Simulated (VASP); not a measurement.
## SrO: single point with PBE

Crystal: SrO.

```
Sr O
1.0
     0.00000    2.80640    2.80640
     2.80640    0.00000    2.80640
     2.80640    2.80640    0.00000
Sr O
1 1
Direct
  0.00000 0.00000 0.00000
  0.25000 0.25000 0.25000
```

| Item | Value |
| --- | --- |
| Program | VASP 6.6.1 |
| Task | single point |
| Functional | PBE |
| Potentials or basis | VASP PAW PBE potentials, release 64 (Sr_sv, O) |
| Cutoff | 520 eV |
| k mesh | 6 × 6 × 6 |
| Occupations | gaussian, width 0.01 eV |
| Spin | no spin polarisation |

```json
{
  "Pressure": "0.5 GPa",
  "Band gap on the k mesh": "2.49 eV, indirect (least direct gap 3.30 eV)"
}
```

Levels at points of the mesh, in eV from the valence-band top:
```tsv
k point	band 6	band 7	band 8	band 9	band 10	band 11
(0.00, 0.00, 0.00)	-0.81	-0.81	-0.81	2.49	7.99	7.99
(0.50, 0.00, 0.00)	-0.71	-0.51	-0.51	5.24	7.08	7.55
(0.50, 0.50, 0.00)	-1.38	-0.01	-0.01	4.54	5.71	9.54
```

Run time: 7.7 s on 1 thread of AMD EPYC 9R14 (Zen 4), on a shared host, peak memory 0.14 GiB.

A k mesh can miss the band edges. Expect the measured gap to be larger: semilocal functionals such as PBE lack the derivative discontinuity.
